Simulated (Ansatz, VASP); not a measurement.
# Two plane-wave programs on TaN

INCAR

```
PREC = Accurate
ENCUT = 520
EDIFF = 1E-8
ISMEAR = -1
SIGMA = 0.03
LREAL = False
LASPH = True
NELM = 100
ALGO = Normal
ISIF = 2
LWAVE = False
LCHARG = False
LEFG = True
NBANDS = 33
```

Contents of KPOINTS:

```
regular mesh
0
Gamma
  5 5 8
```

The input POSCAR:

```
TaN
1.0
    5.1849992558      0.0777749888      0.0777749888
   -2.5251445118      4.4514535797      0.0284676217
    0.0436200000      0.0436200000      2.9080000000
Ta N
3 3
Direct
    0.0000000000      0.0000000000      0.0000000000
    0.3333333333      0.6666666667      0.5000000000
    0.6666666667      0.3333333333      0.5000000000
    0.5000000000      0.0000000000      0.0000000000
    0.5000000000      0.5000000000      0.0000000000
    0.0000000000      0.5000000000      0.0000000000
```

Input for Ansatz:

```yaml
crystal:
  lattice:
    - [5.1849992558, 0.0777749888, 0.0777749888]
    - [-2.5251445118, 4.4514535797, 0.0284676217]
    - [0.04362, 0.04362, 2.908]
  atoms:
    - { symbol: Ta, position: [0.0, 0.0, 0.0] }
    - { symbol: Ta, position: [0.3333333333, 0.6666666667, 0.5] }
    - { symbol: Ta, position: [0.6666666667, 0.3333333333, 0.5] }
    - { symbol: "N", position: [0.5, 0.0, 0.0] }
    - { symbol: "N", position: [0.5, 0.5, 0.0] }
    - { symbol: "N", position: [0.0, 0.5, 0.0] }
kpoints:
  mp_grid: { grid: [5, 5, 8] }
scf:
  occupations: { method: fermi_dirac, width: 0.03 }
hamiltonian:
  xc: lda
  pseudopotentials: { kind: paw }
output:
  forces: true
  stress: true
  eigenvalues: true
  efg: { contact_densities: true }
  write_density: true
  write_potential: true
  elf: true
  volumetric_format: npy
```

Change from the starting cell: equal xy, yz and zx shear strains of +3 %, PAW files.

Alike in both runs: task electric field gradients; functional LDA; k mesh 5 × 5 × 8; occupations fermi-dirac, width 0.03 eV; no spin polarisation.

```csv
,VASP,Ansatz
version,VASP 6.6.1,Ansatz 0.2.0
potentials or method,"VASP PAW LDA potentials, release 64 (Ta_pv, N)","PAW with Ansatz's default frozen-core files, scalar-relativistic"
plane-wave cutoff (eV),520,420
valence electrons in the cell,48,54
```

|  | VASP | Ansatz | Ansatz less VASP |
| --- | --- | --- | --- |
| pressure (GPa) | -2.1 | -3.9 | -1.74 |
| traceless stress, the component that is largest in VASP (GPa) | -5.99 | -5.90 | +0.089 |
| rms of the force components (eV/Å) | 0.108 | 0.105 | -0.0027 |
| size of Vzz on the site where it differs most (V/Å²) | 337.7 | 452.6 | +114.85 |

LDA's correlation is that of Perdew and Zunger in VASP and of Perdew and Wang (1992) in Ansatz. Atom by atom the forces differ by 0.003 eV/Å (rms over components). VASP's potentials hold 48 valence electrons a cell and Ansatz's 54, so a difference there can come from the potentials and not from the codes.

Neither program's run includes spin-orbit coupling.
